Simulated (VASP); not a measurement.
Set up this calculation in VASP 6.6.1, as the native input.

| Property | Result |
| --- | --- |
| Task | single point |
| Functional | PBEsol |
| Potentials or basis | VASP PAW PBE potentials, release 64 (Cr_pv, Ca_sv, O) |
| Cutoff | 600 eV |
| k mesh | 3 × 3 × 3 |
| Occupations | gaussian, width 0.05 eV |
| Spin | collinear spin, ferromagnetic start |
| Starting moments | [4.0, 0.0, 0.0, 0.0, 0.0, 0.0, 0.0, 0.0, 0.0, 0.0, 0.0, 0.0, 0.0, 0.0, 0.0, 0.0] μB |
| Dipole correction | no |
| Further INCAR settings | ALGO = Normal; EDIFF = 1e-06; NBANDS = 83 |

The structure of Ca7CrO8 lies in POSCAR:

```
Ca7CrO8
1.0
    0.0000000000      4.8150000000      4.8150000000
    4.8150000000      0.0000000000      4.8150000000
    4.8150000000      4.8150000000      0.0000000000
Cr Ca O
1 7 8
Direct
    0.0000000000      1.0000000000      1.0000000000
    0.0000000000      0.0000000000      0.5000000000
    0.0000000000      0.5000000000      0.0000000000
    0.0000000000      0.5000000000      0.5000000000
    0.5000000000      0.0000000000      0.0000000000
    0.5000000000      0.0000000000      0.5000000000
    0.5000000000      0.5000000000      0.0000000000
    0.5000000000      0.5000000000      0.5000000000
    0.2500000000      0.2500000000      0.2500000000
    0.2468930881      0.2468930881      0.7531069119
    0.2468930881      0.7531069119      0.2468930881
    0.2468930881      0.7531069119      0.7531069119
    0.7531069119      0.2468930881      0.2468930881
    0.7531069119      0.2468930881      0.7531069119
    0.7531069119      0.7531069119      0.2468930881
    0.7500000000      0.7500000000      0.7500000000
```

One way to write it, as run:

INCAR

```
ALGO = Normal ; EDIFF = 1E-6
ENCUT = 600 ; GGA = PS
GGA_COMPAT = False ; ISIF = 2
ISMEAR = 0 ; ISPIN = 2
LASPH = True ; LCHARG = False
LMAXMIX = 4 ; LORBIT = 11
LREAL = False ; LWAVE = False
MAGMOM = 4 0 0 0 0 0 0 0 0 0 0 0 0 0 0 0 ; NBANDS = 83
NELM = 200 ; PREC = Accurate
SIGMA = 0.05
```

KPOINTS

```
k-points
0
Gamma
  3 3 3
```

Potentials or basis: VASP PAW PBE potentials, release 64 (Cr_pv, Ca_sv, O).

Command:

```sh
$ cat potpaw_PBE.64/Cr_pv/POTCAR potpaw_PBE.64/Ca_sv/POTCAR potpaw_PBE.64/O/POTCAR > POTCAR
$ mpirun -np 1 vasp_std > vasp.out
```

Results of the run:

- Pressure: -6.6 GPa
- Largest force: 0.128 eV/Å
- Band gap on the k mesh: zero (filled and empty bands overlap)
- Net moment: 4.00 μB per cell
- Site moments: Cr +3.61; Ca +0.00, +0.01 (each value once); O +0.00, -0.00 (each value once) μB
- Valence electrons inside the program's atomic spheres: Cr 10.33; Ca 8.21, 8.20 (each value once); O 4.97, 4.95 (each value once)

Caveat: the k points lie up to 0.38 Å⁻¹ apart; the PAW data sets were made with another functional, which shifts forces and pressure a little; a cell with one magnetic atom can't hold antiferromagnetic order, which such compounds often take; semilocal functionals often make such compounds metallic where correlation or magnetic order opens a gap, which also shifts bond lengths.

Wall time 17 min on 1 thread of Intel Xeon 8259CL, on a shared host, peak memory 0.59 GiB.
